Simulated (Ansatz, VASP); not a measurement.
# Two plane-wave programs on Be3Cl2

```
CELL_PARAMETERS angstrom
4.96888 -3.01943 -0.74071
4.96888 3.01943 -0.74071
-1.70725 0.00000 3.57860
ATOMIC_POSITIONS crystal
Be 0.76967 0.46514 0.16719
Be 0.53486 0.23033 0.83281
Be 0.70866 0.29134 0.50000
Cl 0.76574 0.86226 0.48465
Cl 0.13774 0.23426 0.51535
```

Alike in both runs: functional PBE; k mesh 4 × 4 × 4; occupations gaussian, width 0.1 eV; no spin polarisation.

Ansatz relaxed the structure, and its values are those at the end. VASP's run is a single point on that final structure, the one shown.

|  | VASP | Ansatz |
| --- | --- | --- |
| version | VASP 6.6.1 | Ansatz 0.2.0 |
| potentials or method | VASP PAW PBE potentials, release 64 (Be, Cl), cutoff 520 eV | scalar-relativistic, plane waves, PAW |
| valence electrons in the cell | 20 | 20 |

```csv
,VASP,Ansatz,Ansatz less VASP
gap on the k mesh at the Fermi level (eV),1.22,1.22,-0.003
least direct gap on the mesh (eV),1.35,1.35,-0.003
pressure (GPa),0.1,0.1,0.00
rms of the force components (eV/Å),0.017,0.017,+0.0001
```

With one functional, cell and mesh, what is left measures potentials, basis and numerics.

The k mesh is coarse, so the values compare programs but aren't converged.
